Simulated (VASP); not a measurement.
Here is a VASP 6.6.1 calculation.

INCAR

```
SYSTEM = W
  ALGO = Normal
  EDIFF = 1E-8
  ENCUT = 520
  GGA = PE
  ISIF = 2
  ISMEAR = -1
  LASPH = .True.
  LCHARG = .False.
  LEFG = .True.
  LREAL = .False.
  LWAVE = .False.
  NBANDS = 13
  NELM = 80
  PREC = Accurate
  SIGMA = 0.05
```

KPOINTS

```
k-points
0
Gamma
  14 14 14
  0 0 0
```

File POSCAR:

```
W
1.0
    0.0000000000      1.9885598007      1.9885598007
    1.9885598007      0.0000000000      1.9885598007
    1.9885598007      1.9885598007      0.0000000000
W
1
Direct
    0.0000000000      0.0000000000      0.0000000000
```

Potentials or basis: VASP PAW PBE potentials, release 64 (W_sv).

Run with:

```console
$ cat potpaw_PBE.64/W_sv/POTCAR > POTCAR
$ mpirun -np 1 vasp_std > vasp.out
```

Problem. What does it give for the pressure?

Solution. 14.7 GPa.

Problem. Predict the band gap on the k mesh.

Solution. Zero (band 7 reaches 14.38 eV, above the bottom of band 8 at 10.47 eV).

Caveat: without QUAD_EFG the Cq values of the log hold for a quadrupole moment of 1 mb, not for the nuclei; spin-orbit coupling is left out, which moves the levels of the heavy elements.
